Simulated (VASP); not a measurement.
# LuW2ClO4 (P4/mmm) in VASP: a series of runs

LuW2ClO4 is run at these levels: PBE; tasks: single point.

All numbers are computed with VASP 6.6.1; they aren't measurements. Logs are shortened: lines on timing, memory, paths and dates and some standing lists are left out, and cuts for length are marked.

### 1 The cell of the first run

Symmetry: P4/mmm, No. 123, tetragonal system. Conventional cell: a = 3.518 Å, b = 3.518 Å, c = 8.150 Å, α = 90.00°, β = 90.00°, γ = 90.00°. Cl (site symmetry 4/mmm) has 8 W at 3.06 Å and 8 O at 3.34 Å and 4 Cl at 3.52 Å and 2 Lu at 4.08 Å within 4.1 Å. Lu (site symmetry 4/mmm) has 8 O at 2.15 Å within 2.8 Å. Within 2.7 Å of O (site symmetry 2mm) lie 2 W at 2.05 Å and 2 Lu at 2.15 Å and 5 O at 2.48 to 2.49 Å. Within 2.7 Å of W (site symmetry 4mm) lie 4 O at 2.05 Å.

### 2 Single point, PBE

INCAR reads:

```
SYSTEM = LuW2ClO4
  PREC = Accurate
  ENCUT = 520
  EDIFF = 1E-6
  ISMEAR = -1
  SIGMA = 0.0149
  LREAL = .False.
  LASPH = .True.
  NELM = 60
  ALGO = Normal
  ISIF = 2
  LWAVE = .False.
  LCHARG = .True.
  GGA = PE
  LELF = .True.
  LVHAR = .True.
  NBANDS = 52
```

KPOINTS reads:

```
regular mesh
0
Gamma
  5 5 3
  0 0 0
```

POSCAR reads:

```
LuW2ClO4
1.0
    3.5184490000      0.0000000000      0.0000000000
    0.0000000000      3.5184490000      0.0000000000
    0.0000000000      0.0000000000      8.1500790000
Cl Lu O W
1 1 4 2
Direct
    0.0000000000      0.0000000000      0.5000000000
    0.0000000000      0.0000000000      0.0000000000
    0.5000000000      0.0000000000      0.8480000000
    0.0000000000      0.5000000000      0.8480000000
    0.5000000000      0.0000000000      0.1520000000
    0.0000000000      0.5000000000      0.1520000000
    0.5000000000      0.5000000000      0.7193000000
    0.5000000000      0.5000000000      0.2807000000
```

Potentials or basis: VASP PAW PBE potentials, release 64 (Cl, Lu, O, W_sv).

Launch:

```sh
$ cat potpaw_PBE.64/Cl/POTCAR potpaw_PBE.64/Lu/POTCAR potpaw_PBE.64/O/POTCAR potpaw_PBE.64/W_sv/POTCAR > POTCAR
$ mpirun -np 1 vasp_std > vasp.out
```

OUTCAR:

```text
SYSTEM = LuW2ClO4
   PREC = Accurate
   ENCUT = 520
   EDIFF = 1E-6
   ISMEAR = -1
   LREAL = .False.
   LASPH = .True.
   NELM = 60
   ISIF = 2
   GGA = PE

 ion  position               nearest neighbor table
   1  0.000  0.000  0.500-   7 3.06   8 3.06   7 3.06   8 3.06   7 3.06   8 3.06   7 3.06   8 3.06

   2  0.000  0.000  0.000-   3 2.15   4 2.15   5 2.15   6 2.15   4 2.15   6 2.15   3 2.15   5 2.15
                             7 3.38   8 3.38   7 3.38   8 3.38   7 3.38   8 3.38   7 3.38   8 3.38
   3  0.500  0.000  0.848-   7 2.05   7 2.05   2 2.15   2 2.15
   4  0.000  0.500  0.848-   7 2.05   7 2.05   2 2.15   2 2.15
   5  0.500  0.000  0.152-   8 2.05   8 2.05   2 2.15   2 2.15
   6  0.000  0.500  0.152-   8 2.05   8 2.05   2 2.15   2 2.15
   7  0.500  0.500  0.719-   3 2.05   4 2.05   3 2.05   4 2.05   1 3.06   1 3.06   1 3.06   1 3.06
                             2 3.38   2 3.38   2 3.38   2 3.38
   8  0.500  0.500  0.281-   5 2.05   6 2.05   5 2.05   6 2.05   1 3.06   1 3.06   1 3.06   1 3.06
                             2 3.38   2 3.38   2 3.38   2 3.38

  LATTYP: Found a simple tetragonal cell.
 ALAT       =     3.5184490000
 C/A-ratio  =     2.3163840090

  Lattice vectors:

 A1 = (   3.5184490000,   0.0000000000,   0.0000000000)
 A2 = (   0.0000000000,   3.5184490000,   0.0000000000)
 A3 = (   0.0000000000,   0.0000000000,   8.1500790000)

Analysis of symmetry for initial positions (statically):
=====================================================================
 Subroutine PRICEL returns:
 Original cell was already a primitive cell.

 Routine SETGRP: Setting up the symmetry group for a
 simple tetragonal supercell.

 Subroutine GETGRP returns: Found 16 space group operations
 (whereof 16 operations were pure point group operations)
 out of a pool of 16 trial point group operations.

The static configuration has the point symmetry D_4h.

Analysis of symmetry for dynamics (positions and initial velocities):
=====================================================================
 Subroutine PRICEL returns:
 Original cell was already a primitive cell.

 Routine SETGRP: Setting up the symmetry group for a
 simple tetragonal supercell.

 Subroutine GETGRP returns: Found 16 space group operations
 (whereof 16 operations were pure point group operations)
 out of a pool of 16 trial point group operations.

The dynamic configuration has the point symmetry D_4h.

 Subroutine INISYM returns: Found 16 space group operations
 (whereof 16 operations are pure point group operations),
 and found     1 'primitive' translations

----------------------------------------------------------------------------------------

                                     Primitive cell

  volume of cell :     100.8938

  direct lattice vectors                    reciprocal lattice vectors
     3.518449000  0.000000000  0.000000000     0.284216142  0.000000000  0.000000000
     0.000000000  3.518449000  0.000000000     0.000000000  0.284216142  0.000000000
     0.000000000  0.000000000  8.150079000     0.000000000  0.000000000  0.122698197

  length of vectors
     3.518449000  3.518449000  8.150079000     0.284216142  0.284216142  0.122698197

  position of ions in fractional coordinates (direct lattice)
     0.000000000  0.000000000  0.500000000
     0.000000000  0.000000000  0.000000000
     0.500000000  0.000000000  0.848000000
     0.000000000  0.500000000  0.848000000
     0.500000000  0.000000000  0.152000000
     0.000000000  0.500000000  0.152000000
     0.500000000  0.500000000  0.719300000
     0.500000000  0.500000000  0.280700000

  ion indices of the primitive-cell ions
   primitive index   ion index
                 1           1
                 2           2
                 3           3
                 4           4
                 5           5
                 6           6
                 7           7
                 8           8

----------------------------------------------------------------------------------------

 KPOINTS: regular mesh

Automatic generation of k-mesh.
 Grid dimensions read from file:
 generate k-points for:    5    5    3

 Generating k-lattice:

  Cartesian coordinates                     Fractional coordinates (reciprocal lattice)
     0.056843228  0.000000000  0.000000000     0.200000000  0.000000000  0.000000000
     0.000000000  0.056843228  0.000000000     0.000000000  0.200000000  0.000000000
     0.000000000  0.000000000  0.040899399     0.000000000  0.000000000  0.333333333

  Length of vectors
     0.056843228  0.056843228  0.040899399

  Shift w.r.t. Gamma in fractional coordinates (k-lattice)
     0.000000000  0.000000000  0.000000000

 Subroutine IBZKPT returns following result:
 ===========================================

 Found     12 irreducible k-points:

 Following reciprocal coordinates:
            Coordinates               Weight
  0.000000  0.000000  0.000000      1.000000
  0.200000  0.000000  0.000000      4.000000
  0.400000  0.000000  0.000000      4.000000
  0.200000  0.200000  0.000000      4.000000
  0.400000  0.200000  0.000000      8.000000
  0.400000  0.400000  0.000000      4.000000
  0.000000  0.000000  0.333333      2.000000
  0.200000  0.000000  0.333333      8.000000
  0.400000  0.000000  0.333333      8.000000
  0.200000  0.200000  0.333333      8.000000
  0.400000  0.200000  0.333333     16.000000
  0.400000  0.400000  0.333333      8.000000
   k-points           NKPTS =     12   k-points in BZ     NKDIM =     12   number of bands    NBANDS=     52
   number of dos      NEDOS =    301   number of ions     NIONS =      8
   total plane-waves  NPLWV =  50176
   dimension x,y,z NGX =    28 NGY =   28 NGZ =   64
   dimension x,y,z NGXF=    56 NGYF=   56 NGZF=  128
   ions per type =               1   1   4   2
   NGX,Y,Z   is equivalent  to a cutoff of  13.23, 13.23, 13.05 a.u.
   NGXF,Y,Z  is equivalent  to a cutoff of  26.46, 26.46, 26.11 a.u.
 SYSTEM =  LuW2ClO4
   PREC   = accura    normal or accurate (medium, high low for compatibility)
   ISTART =      0    job   : 0-new  1-cont  2-samecut
   ICHARG =      2    charge: 1-file 2-atom 10-const
   ISPIN  =      1    spin polarized calculation?
   LNONCOLLINEAR =      F non collinear calculations
   LSORBIT =      F    spin-orbit coupling
   LASPH  =      T    aspherical Exc in radial PAW
   ENCUT  =  520.0 eV  38.22 Ry    6.18 a.u.   6.54  6.54 15.15*2*pi/ulx,y,z
   NELM   =     60;   NELMIN=  2; NELMDL= -5     # of ELM steps
   EDIFF  = 0.1E-05   stopping-criterion for ELM
   LREAL  =      F    real-space projection
   EDIFFG = 0.1E-04   stopping-criterion for IOM
   NSW    =      0    number of steps for IOM
   IBRION =     -1    ionic relax: 0-MD 1-quasi-New 2-CG
   NFREE  =      0    steps in history (QN), initial steepest desc. (CG)
   ISIF   =      2    stress and relaxation
   ISYM   =      2    0-nonsym 1-usesym 2-fastsym
   POTIM  = 0.5000    time-step for ionic-motion
   TEBEG  =    0.0;   TEEND  =   0.0 temperature during run
   PSTRESS=    0.0 pullay stress
   NELECT =      84.0000    total number of electrons
   NUPDOWN=      -1.0000    fix difference up-down
   EMIN   =  10.00;   EMAX   =-10.00  energy-range for DOS
   EFERMI =   0.00;   METHOD = LEGACY
   ISMEAR =    -1;   SIGMA  =   0.01  broadening in eV -4-tet -1-fermi 0-gaus
   EFERMI_NEDOS =   21; number of points for ismear=-14 and -15
   IALGO  =     38    algorithm
   IMIX   =      4    mixing-type and parameters
     AMIX     =   0.40;   BMIX     =  1.00
     AMIX_MAG =   1.60;   BMIX_MAG =  1.00
  volume/ion in A,a.u.               =      12.61        85.11
  Fermi-wavevector in a.u.,A,eV,Ry     =   1.540091  2.910351 32.271405  2.371881
  Thomas-Fermi vector in A             =   2.646227
   LORBIT       =      0    0 simple, 1 ext, 2 COOP (PROOUT), +10 PAW based schemes
   GGA     = PE    functional components
   LHFCALC =     F    Hartree Fock is set to
   AEXX    =    0.0000 exact exchange contribution
   IVDW    =     0    specifies the selected vdW correction
   LEPSILON=     F    determine dielectric tensor
   LRPA    =     F    only Hartree local field effects (RPA)
 non-spin polarized calculation
  energy-cutoff  :      520.00
  volume of cell :      100.89
 maximum number of plane-waves:      2738
 NGX is ok and might be reduce to    28
   NGX = 13   NGY = 13   NGZ = 31

 number of electron      83.9999998 magnetization

 Free energy of the ion-electron system (eV)
  ---------------------------------------------------
  ext. energy  EPLUGINS =         0.00000000
  ---------------------------------------------------
  free energy    TOTEN  =       -61.79887286 eV

  energy without entropy =      -61.79099631  energy(sigma->0) =      -61.79493459

 E-fermi :   7.9304     XC(G=0): -12.0436

 val. band max:        7.9211905342   @ k =   0.4000   0.2000   0.0000
 cond. band min:       7.9391294075   @ k =   0.2000   0.2000   0.0000
 fundamental gap:      0.0179388733
 Fermi energy:         7.9304291743

 k-point     1 :       0.0000    0.0000    0.0000
  band No.  band energies     occupation
      1     -67.6041      2.00000
      2     -67.6034      2.00000
      3     -47.7001      2.00000
      4     -31.8451      2.00000
      5     -31.8451      2.00000
      6     -31.8428      2.00000
[... 44 lines left out ...]
     51      11.3926      0.00000
     52      12.3491      0.00000

 k-point     2 :       0.2000    0.0000    0.0000
  band No.  band energies     occupation
      1     -67.6033      2.00000
      2     -67.6026      2.00000
      3     -47.6957      2.00000
      4     -31.8871      2.00000
      5     -31.8849      2.00000
      6     -31.8428      2.00000
[... 44 lines left out ...]
     51      11.9466      0.00000
     52      12.1325      0.00000
[... 493 lines left out ...]
     51      11.9890      0.00000
     52      12.3235      0.00000

 k-point    12 :       0.4000    0.4000    0.3333
  band No.  band energies     occupation
      1     -67.6000      2.00000
      2     -67.5994      2.00000
      3     -47.6768      2.00000
      4     -31.9450      2.00000
      5     -31.9441      2.00000
      6     -31.9428      2.00000
[... 44 lines left out ...]
     51      11.7729      0.00000
     52      12.9244      0.00000

------------------------ aborting loop because EDIFF is reached ----------------------------------------

  FORCE on cell =-STRESS in cart. coord.  units (eV):
  Direction    XX          YY          ZZ          XY          YZ          ZX
  --------------------------------------------------------------------------------------
  -------------------------------------------------------------------------------------
  Total       14.1425272     14.1425272      2.0060769      0.0000000      0.0000000      0.0000000
  in kB      224.5811310    224.5811310     31.8561894      0.0000000      0.0000000      0.0000000
  external PRESSURE =     160.3394838 kB  Pullay stress =       0.0000000 kB

 VOLUME and BASIS-vectors are now :
 -----------------------------------------------------------------------------
  energy-cutoff  :      520.00
  volume of cell :      100.89
      direct lattice vectors                 reciprocal lattice vectors
     3.518449000  0.000000000  0.000000000     0.284216142  0.000000000  0.000000000
     0.000000000  3.518449000  0.000000000     0.000000000  0.284216142  0.000000000
     0.000000000  0.000000000  8.150079000     0.000000000  0.000000000  0.122698197

 POSITION                                       TOTAL-FORCE (eV/Angst)
 -----------------------------------------------------------------------------------
      0.00000      0.00000      4.07504         0.000000      0.000000     -0.000000
      0.00000      0.00000      0.00000         0.000000      0.000000     -0.000000
      1.75922      0.00000      6.91127         0.000000      0.000000     -3.203940
      0.00000      1.75922      6.91127        -0.000000     -0.000000     -3.203940
      1.75922      0.00000      1.23881        -0.000000     -0.000000      3.203940
      0.00000      1.75922      1.23881        -0.000000     -0.000000      3.203940
      1.75922      1.75922      5.86235         0.000000      0.000000      0.287181
      1.75922      1.75922      2.28773        -0.000000     -0.000000     -0.287181
 -----------------------------------------------------------------------------------
    total drift:                                0.000000      0.000000      0.000000

  FREE ENERGIE OF THE ION-ELECTRON SYSTEM (eV)
  ---------------------------------------------------
  free  energy   TOTEN  =       -61.7988728628 eV

  energy  without entropy=      -61.7909963107  energy(sigma->0) =      -61.79493459
```

Run time: 74 s. Hardware: 1 thread of Oxide Virtual Turin-like, shared host; peak memory 0.22 GiB.

Results:

```
Free energy            : -61.7989 eV
Pressure               : 16.0 GPa
Largest force          : 3.204 eV/Å
Band gap on the k mesh : zero (bands 42 and 43 overlap by 0.21 eV)
```

Forces on the atoms (eV/Å):
```
Cl   0.000  0.000  0.000
Lu   0.000  0.000  0.000
O    0.000  0.000 -3.204
O    0.000  0.000 -3.204
O    0.000  0.000  3.204
O    0.000  0.000  3.204
W    0.000  0.000  0.287
W    0.000  0.000 -0.287
```

Stress tensor (GPa, compression positive):
```
22.46  0.00  0.00
 0.00 22.46  0.00
 0.00  0.00  3.19
```

Levels at points of the mesh, in eV from the Fermi level:
```tsv
k point	band 38	band 39	band 40	band 41	band 42	band 43	band 44	band 45	band 46	band 47
(0.00, 0.00, 0.00)	-3.22	-3.22	-2.00	-0.61	-0.43	0.69	0.91	1.12	2.41	2.41
```

Caveat: the stress differs along the axes, from 3 to 22 GPa; spin-orbit coupling is left out, which moves the levels of the heavy elements; forces of over 1 eV/Å act on the atoms, so gaps and moduli don't describe the material at rest.

### 3 Single point, PBE

INCAR reads:

```
ALGO = Normal
EDIFF = 1E-6
ENCUT = 520
GGA = PE
ISIF = 2
ISMEAR = -4
LASPH = True
LCHARG = False
LREAL = False
LWAVE = False
NBANDS = 52
NELM = 80
PREC = Accurate
SIGMA = 0.1
```

KPOINTS reads:

```
k-points
0
Gamma
  5 5 3
```

POSCAR is that of step 2.

Potentials or basis: VASP PAW PBE potentials, release 64 (Cl, Lu, O, W_sv).

Launch:

```sh
$ cat potpaw_PBE.64/Cl/POTCAR potpaw_PBE.64/Lu/POTCAR potpaw_PBE.64/O/POTCAR potpaw_PBE.64/W_sv/POTCAR > POTCAR
$ mpirun -np 1 vasp_std > vasp.out
```

Run time: 72 s. Hardware: 1 thread of Oxide Virtual Turin-like, shared host; peak memory 0.22 GiB.

The run converged. Its results:

- Free energy: -61.7807 eV
- Pressure: 16.0 GPa
- Largest force: 3.212 eV/Å
- Band gap on the k mesh: zero (bands 42 and 43 overlap by 0.21 eV)

Forces in eV/Å, atoms in the order of the input:
```
Cl   0.000  0.000  0.000
Lu   0.000  0.000  0.000
O    0.000  0.000 -3.212
O    0.000  0.000 -3.212
O    0.000  0.000  3.212
O    0.000  0.000  3.212
W    0.000  0.000  0.289
W    0.000  0.000 -0.289
```

Stress tensor (GPa, compression positive):
```
22.45  0.00  0.00
 0.00 22.45  0.00
 0.00  0.00  3.24
```

Levels at points of the mesh, in eV from the Fermi level:
| k point | band 40 | band 41 | band 42 | band 43 | band 44 | band 45 |
| --- | --- | --- | --- | --- | --- | --- |
| (0.00, 0.00, 0.00) | -1.95 | -0.57 | -0.39 | 0.74 | 0.95 | 1.16 |

Caveat: the stress differs along the axes, from 3 to 22 GPa; spin-orbit coupling is left out, which moves the levels of the heavy elements; forces of over 1 eV/Å act on the atoms, so gaps and moduli don't describe the material at rest; tetrahedron occupations give inexact forces and stress in metals.

### 4 Single point, PBE, collinear spin, ferromagnetic start

INCAR reads:

```
SYSTEM = LuW2ClO4
ALGO = Normal ; EDIFF = 1E-6
ENCUT = 520 ; GGA = PE
ISIF = 2 ; ISMEAR = -1
ISPIN = 2 ; LASPH = .True.
LCHARG = .True. ; LELF = .True.
LMAXMIX = 4 ; LORBIT = 11
LREAL = .False. ; LVHAR = .True.
LWAVE = .False. ; MAGMOM = 3 2 3 3 2 2 1 3
NBANDS = 56 ; NELM = 150
PREC = Accurate ; SIGMA = 0.0149
```

KPOINTS reads:

```
k-points
0
Gamma
  5 5 3
  0 0 0
```

POSCAR is that of step 3.

Launch:

```sh
$ cat potpaw_PBE.64/Cl/POTCAR potpaw_PBE.64/Lu/POTCAR potpaw_PBE.64/O/POTCAR potpaw_PBE.64/W_sv/POTCAR > POTCAR
$ mpirun -np 1 vasp_std > vasp.out
```

Wall time 2.7 min (1 thread of Oxide Virtual Turin-like, shared host); peak memory 0.29 GiB.

The run converged. Its results:

```yaml
Free_energy: -61.9543 eV
Pressure: 17.2 GPa
Largest_force: 3.057 eV/Å
Net_moment: 2.13 μB per cell
Site_moments: Cl -0.02; Lu +0.04; O +0.02; W +0.86 μB
Valence_electrons_inside_the_program's_atomic_spheres: Cl 5.02; Lu 23.96; O 5.12; W 11.80
```

Forces in eV/Å, atoms in the order of the input:
```
Cl   0.000  0.000  0.001
Lu   0.000  0.000  0.000
O    0.000  0.000 -3.057
O    0.000  0.000 -3.057
O    0.000  0.000  3.056
O    0.000  0.000  3.056
W    0.000  0.000  0.169
W    0.000  0.000 -0.169
```

Stress tensor (GPa, compression positive):
```
22.39  0.00  0.00
 0.00 22.39  0.00
 0.00  0.00  6.78
```

Levels at points of the mesh, in eV from the Fermi level:
Spin up:
```
           k point  band 40  band 41  band 42  band 43  band 44  band 45  band 46  band 47
(0.00, 0.00, 0.00)    -2.14    -1.32    -1.16     0.41     0.63     0.92     2.18     2.18
```
Spin down:
| k point | band 39 | band 40 | band 41 | band 42 | band 43 | band 44 |
| --- | --- | --- | --- | --- | --- | --- |
| (0.00, 0.00, 0.00) | -3.20 | -1.85 | -0.04 | 0.17 | 0.90 | 1.14 |

Caveat: the stress differs along the axes, from 7 to 22 GPa; spin-orbit coupling is left out, which moves the levels of the heavy elements; forces of over 1 eV/Å act on the atoms, so gaps and moduli don't describe the material at rest.

### 5 Summary

| spin | smearing | gap on the mesh (eV) | pressure (GPa) | largest force (eV/Å) |
| --- | --- | --- | --- | --- |
| off | fermi-dirac 0.0149 eV | none | 16.0 | 3.20 |
| off | tetrahedron | none | 16.0 | 3.21 |
| collinear, ferromagnetic start | fermi-dirac 0.0149 eV | none | 17.2 | 3.06 |

Alike in all rows: task single point; level PBE; potentials or basis VASP PAW PBE potentials, release 64 (Cl, Lu, O, W_sv); cell as given; k mesh 5 × 5 × 3; cutoff (eV) 520.

Caveats: spin-orbit coupling is left out, which moves the levels of the heavy elements; forces of over 1 eV/Å act on the atoms, so gaps and moduli don't describe the material at rest; the stress differs along the axes, from 3 to 22 GPa (at least some runs); tetrahedron occupations give inexact forces and stress in metals (at least some runs); the stress differs along the axes, from 7 to 22 GPa (at least some runs).

Absolute energies hang on the potentials; compare differences alone.
